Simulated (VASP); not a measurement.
# GaAs (F-43m) in VASP: notebook

GaAs is run at these levels: r2SCAN, PBE; tasks: relaxation of cell and atoms, single point.

Program: VASP 6.6.1. These are calculated values, not measurements. Logs are shortened: lines on timing, memory, paths and dates and some standing lists are left out, and cuts for length are marked.

## 1. The cell of the first run

Symmetry: F-43m, No. 216, cubic system. The conventional cell has a = 5.744 Å, b = 5.744 Å, c = 5.744 Å, α = 90.00°, β = 90.00°, γ = 90.00°. Within 3.3 Å of Ga (site symmetry -43m) lie 4 As at 2.49 Å. Within 3.3 Å of As (site symmetry -43m) lie 4 Ga at 2.49 Å.

## 2. Relaxation of cell and atoms, r2SCAN

Input file POSCAR:

```
GaAs
1.0
    0.0000000000      2.8718185932      2.8718185932
    2.8718185932      0.0000000000      2.8718185932
    2.8718185932      2.8718185932      0.0000000000
Ga As
1 1
Direct
    0.0000000000      0.0000000000      0.0000000000
    0.2500000000      0.2500000000      0.2500000000
```

Input file INCAR.step1:

```
SYSTEM = GaAs
ALGO     = Normal         ! electronic algorithm
EDIFF    = 1E-4           ! SCF threshold, eV
ENCUT    = 600            ! plane-wave cutoff, eV
GGA      = PE             ! functional
ISMEAR   = -1             ! smearing method
LASPH    = .True.         ! aspherical terms in the spheres
LCHARG   = .False.        ! write CHGCAR
LREAL    = .False.        ! projectors in reciprocal space
LWAVE    = .True.         ! write WAVECAR
NELM     = 80             ! most SCF steps
PREC     = Accurate       ! precision mode
SIGMA    = 0.02           ! smearing width, eV
```

Input file INCAR.step2:

```
SYSTEM = GaAs
ALGO     = Normal         ! electronic algorithm
EDIFF    = 1E-7           ! SCF threshold, eV
EDIFFG   = -0.005         ! ionic threshold
ENCUT    = 600            ! plane-wave cutoff, eV
IBRION   = 2              ! ionic algorithm
ISIF     = 3              ! what is computed and relaxed
ISMEAR   = -1             ! smearing method
ISTART   = 1            
LASPH    = .True.         ! aspherical terms in the spheres
LCHARG   = .False.        ! write CHGCAR
LMIXTAU  = .True.       
LREAL    = .False.        ! projectors in reciprocal space
LWAVE    = .False.        ! write WAVECAR
METAGGA  = R2SCAN         ! meta-GGA
NELM     = 80             ! most SCF steps
NSW      = 80             ! ionic steps
PREC     = Accurate       ! precision mode
SIGMA    = 0.02           ! smearing width, eV
```

Input file KPOINTS:

```
k-points
0
Gamma
  8 8 8
  0 0 0
```

Potentials or basis: VASP PAW PBE potentials, release 64 (Ga_d, As).

Launch:

```bash
cat potpaw_PBE.64/Ga_d/POTCAR potpaw_PBE.64/As/POTCAR > POTCAR
cp INCAR.step1 INCAR
mpirun -np 1 vasp_std > vasp.out
cp INCAR.step2 INCAR
mpirun -np 1 vasp_std > vasp.out
```

OUTCAR:

```text
SYSTEM = GaAs
   EDIFF = 1E-7
   EDIFFG = -0.005
   ENCUT = 600
   IBRION = 2
   ISIF = 3
   ISMEAR = -1
   ISTART = 1
   LASPH = .True.
   LREAL = .False.
   METAGGA = R2SCAN
   NELM = 80
   NSW = 80
   PREC = Accurate

 ion  position               nearest neighbor table
   1  0.000  0.000  0.000-   2 2.49   2 2.49   2 2.49   2 2.49
   2  0.250  0.250  0.250-   1 2.49   1 2.49   1 2.49   1 2.49

  LATTYP: Found a face centered cubic cell.
 ALAT       =     5.7436371864

  Lattice vectors:

 A1 = (   0.0000000000,   2.8718185932,   2.8718185932)
 A2 = (   2.8718185932,   0.0000000000,   2.8718185932)
 A3 = (   2.8718185932,   2.8718185932,   0.0000000000)

Analysis of symmetry for initial positions (statically):
=====================================================================
 Subroutine PRICEL returns:
 Original cell was already a primitive cell.

 Routine SETGRP: Setting up the symmetry group for a
 face centered cubic supercell.

 Subroutine GETGRP returns: Found 24 space group operations
 (whereof 24 operations were pure point group operations)
 out of a pool of 48 trial point group operations.

The static configuration has the point symmetry T_d .

Analysis of symmetry for dynamics (positions and initial velocities):
=====================================================================
 Subroutine PRICEL returns:
 Original cell was already a primitive cell.

 Routine SETGRP: Setting up the symmetry group for a
 face centered cubic supercell.

 Subroutine GETGRP returns: Found 24 space group operations
 (whereof 24 operations were pure point group operations)
 out of a pool of 48 trial point group operations.

The dynamic configuration has the point symmetry T_d .

 Subroutine INISYM returns: Found 24 space group operations
 (whereof 24 operations are pure point group operations),
 and found     1 'primitive' translations

----------------------------------------------------------------------------------------

                                     Primitive cell

  volume of cell :      47.3697

  direct lattice vectors                    reciprocal lattice vectors
     0.000000000  2.871818593  2.871818593    -0.174105705  0.174105705  0.174105705
     2.871818593  0.000000000  2.871818593     0.174105705 -0.174105705  0.174105705
     2.871818593  2.871818593  0.000000000     0.174105705  0.174105705 -0.174105705

  length of vectors
[... 103 lines left out ...]
  volume/ion in A,a.u.               =      23.68       159.83
  Fermi-wavevector in a.u.,A,eV,Ry     =   1.185765  2.240771 19.130320  1.406039
  Thomas-Fermi vector in A             =   2.321952
   LORBIT       =      0    0 simple, 1 ext, 2 COOP (PROOUT), +10 PAW based schemes
   METAGGA = R2SCAN    functional components
   LHFCALC =     F    Hartree Fock is set to
   AEXX    =    0.0000 exact exchange contribution
   IVDW    =     0    specifies the selected vdW correction
   LEPSILON=     F    determine dielectric tensor
   LRPA    =     F    only Hartree local field effects (RPA)
 conjugate gradient relaxation of ions
 non-spin polarized calculation
  energy-cutoff  :      600.00
  volume of cell :       47.37
 maximum number of plane-waves:      1604
   NGX = 17   NGY = 17   NGZ = 17

--------------------------------------- Ionic step        1  -------------------------------------------

 number of electron      17.9999996 magnetization

 Free energy of the ion-electron system (eV)
  ---------------------------------------------------
  ext. energy  EPLUGINS =         0.00000000
  ---------------------------------------------------
  free energy    TOTEN  =       -27.03870816 eV

  energy without entropy =      -27.03870816  energy(sigma->0) =      -27.03870816

------------------------ aborting loop because EDIFF is reached ----------------------------------------

  FORCE on cell =-STRESS in cart. coord.  units (eV):
  Direction    XX          YY          ZZ          XY          YZ          ZX
  --------------------------------------------------------------------------------------
  -------------------------------------------------------------------------------------
  Total       -0.7808284     -0.7808284     -0.7808284      0.0000000      0.0000000      0.0000000
  in kB      -26.4098029    -26.4098029    -26.4098029      0.0000000      0.0000000      0.0000000
  external PRESSURE =     -26.4098029 kB  Pullay stress =       0.0000000 kB
[... 131 lines left out ...]
--------------------------------------- Ionic step        5  -------------------------------------------

 number of electron      18.0000010 magnetization

 Free energy of the ion-electron system (eV)
  ---------------------------------------------------
  ext. energy  EPLUGINS =         0.00000000
  ---------------------------------------------------
  free energy    TOTEN  =       -27.05472464 eV

  energy without entropy =      -27.05472464  energy(sigma->0) =      -27.05472464

 E-fermi :   4.0160     XC(G=0): -10.2168

 val. band max:        3.6042641374   @ k =   0.0000   0.0000   0.0000
 cond. band min:       4.5356918225   @ k =   0.0000   0.0000   0.0000
 fundamental gap:      0.9314276850
 Fermi energy:         4.0159576261

 k-point     1 :       0.0000    0.0000    0.0000
  band No.  band energies     occupation
      1     -11.6200      2.00000
      2     -11.6200      2.00000
      3     -11.6200      2.00000
      4     -11.5324      2.00000
      5     -11.5324      2.00000
      6      -9.5473      2.00000
      7       3.6042      2.00000
      8       3.6043      2.00000
      9       3.6043      2.00000
     10       4.5357      0.00000
     11       7.6425      0.00000
     12       7.6426      0.00000
     13       7.6426      0.00000
[... 354 lines left out ...]
  band No.  band energies     occupation
      1     -11.7147      2.00000
      2     -11.5931      2.00000
      3     -11.5858      2.00000
      4     -11.5368      2.00000
      5     -11.5287      2.00000
      6      -7.3671      2.00000
      7      -3.0080      2.00000
      8       0.3363      2.00000
      9       1.6273      2.00000
     10       6.9652      0.00000
     11       8.1356      0.00000
     12      10.3611      0.00000
     13      11.7893      0.00000

 [... further k-points ...]

------------------------ aborting loop because EDIFF is reached ----------------------------------------

  FORCE on cell =-STRESS in cart. coord.  units (eV):
  Direction    XX          YY          ZZ          XY          YZ          ZX
  --------------------------------------------------------------------------------------
  -------------------------------------------------------------------------------------
  Total       -0.0045887     -0.0045887     -0.0045887      0.0000000      0.0000000      0.0000000
  in kB       -0.1614303     -0.1614303     -0.1614303      0.0000000      0.0000000      0.0000000
  external PRESSURE =      -0.1614303 kB  Pullay stress =       0.0000000 kB
[... 17 lines left out ...]
  FREE ENERGIE OF THE ION-ELECTRON SYSTEM (eV)
  ---------------------------------------------------
  free  energy   TOTEN  =       -27.0547246416 eV

  energy  without entropy=      -27.0547246416  energy(sigma->0) =      -27.05472464

 reached required accuracy - stopping structural energy minimisation
```

OUTCAR.step1:

```text
SYSTEM = GaAs
   EDIFF = 1E-4
   ENCUT = 600
   GGA = PE
   ISMEAR = -1
   LASPH = .True.
   LREAL = .False.
[... 603 lines left out ...]
      0.00000      0.00000      0.00000         0.000000     -0.000000      0.000000
      1.43591      1.43591      1.43591        -0.000000      0.000000     -0.000000
 -----------------------------------------------------------------------------------
    total drift:                                0.000002      0.000002      0.000002

  FREE ENERGIE OF THE ION-ELECTRON SYSTEM (eV)
  ---------------------------------------------------
  free  energy   TOTEN  =        -8.2709564362 eV

  energy  without entropy=       -8.2709351477  energy(sigma->0) =       -8.27094579
```

It took 4.6 min on 1 thread of Intel Xeon Platinum 8259CL at 2.50GHz (Skylake/Cascade Lake), shared host; peak memory 0.21 GiB.

Results:

```
Free energy                           : -27.0547 eV
Relaxed volume                        : 22.77 Å³/atom
Relaxed cell                          : a = 4.008 Å, b = 4.008 Å, c = 4.008 Å, α = 60.00°, β = 60.00°, γ = 60.00°
Space group after relaxing (to 0.1 Å) : F-43m (No. 216)
Energy gained by relaxing             : 8.0 meV/atom
Ionic steps                           : 5
Pressure after relaxing               : 0.0 GPa
Band gap on the k mesh                : 0.93 eV
```

Step by step:
```
step  energy change (eV)  largest force (eV/Å)  pressure (GPa)  volume (Å³)
   1              0.0000                0.0000           -2.64        47.37
   2             -0.0130                0.0000            1.28        44.74
   3             -0.0160                0.0000            0.04        45.51
   4             -0.0160                0.0000           -0.04        45.54
   5             -0.0160                0.0000           -0.02        45.54
```

Final structure:
```
CELL_PARAMETERS angstrom
0.00000 2.83440 2.83440
2.83440 0.00000 2.83440
2.83440 2.83440 0.00000
ATOMIC_POSITIONS crystal
Ga 0.00000 0.00000 0.00000
As 0.25000 0.25000 0.25000
```

Caveat: the PAW data sets were made with another functional, which shifts forces and pressure a little. A k mesh can miss the band edges.

## 3. Single point, PBE, non-collinear spin, zero start, spin-orbit coupling

This run uses another cell than the first one, of 22.74 Å³/atom.

Input file INCAR:

```
SYSTEM = GaAs
ALGO     = Normal         ! electronic algorithm
EDIFF    = 1E-6           ! SCF threshold, eV
ENCUT    = 520            ! plane-wave cutoff, eV
GGA      = PE             ! functional
GGA_COMPAT= .FALSE.      
ISIF     = 2              ! what is computed and relaxed
ISMEAR   = -1             ! smearing method
LASPH    = .TRUE.         ! aspherical terms in the spheres
LCHARG   = .FALSE.        ! write CHGCAR
LNONCOLLINEAR= .TRUE.         ! non-collinear magnetism
LORBIT   = 11             ! projections on sites
LORBMOM  = .TRUE.       
LREAL    = .FALSE.        ! projectors in reciprocal space
LSORBIT  = .TRUE.         ! spin-orbit coupling
LWAVE    = .FALSE.        ! write WAVECAR
MAGMOM   = 0 0 0 0 0 0    ! initial moments
NBANDS   = 30             ! bands
NELM     = 150            ! most SCF steps
PREC     = Accurate       ! precision mode
SIGMA    = 0.02           ! smearing width, eV
```

Input file KPOINTS:

```
k-points
0
G
  8 8 8
  0 0 0
```

Input file POSCAR:

```
GaAs
1.0
    0.0000000000      2.8330850794      2.8330850794
    2.8330850794      0.0000000000      2.8330850794
    2.8330850794      2.8330850794      0.0000000000
Ga As
1 1
Direct
    0.0000000000      0.0000000000      0.0000000000
    0.2500000000      0.2500000000      0.2500000000
```

Potentials or basis: VASP PAW PBE potentials, release 64 (Ga_d, As).

Launch:

```bash
cat potpaw_PBE.64/Ga_d/POTCAR potpaw_PBE.64/As/POTCAR > POTCAR
mpirun -np 1 vasp_ncl > vasp.out
```

Run time: 2.3 min. Hardware: 1 thread of Intel Xeon Platinum 8259CL at 2.50GHz (Skylake/Cascade Lake), shared host; peak memory 0.32 GiB.

Results (log left out):

* Free energy: -8.2709 eV
* Pressure: 2.9 GPa
* Net moment: 0.00 μB per cell
* Valence electrons inside the program's atomic spheres: Ga 11.67; As 2.84

Moments on the atoms (μB; x, y, z):
```
Ga  0.00 0.00 0.00
As  0.00 0.00 0.00
```
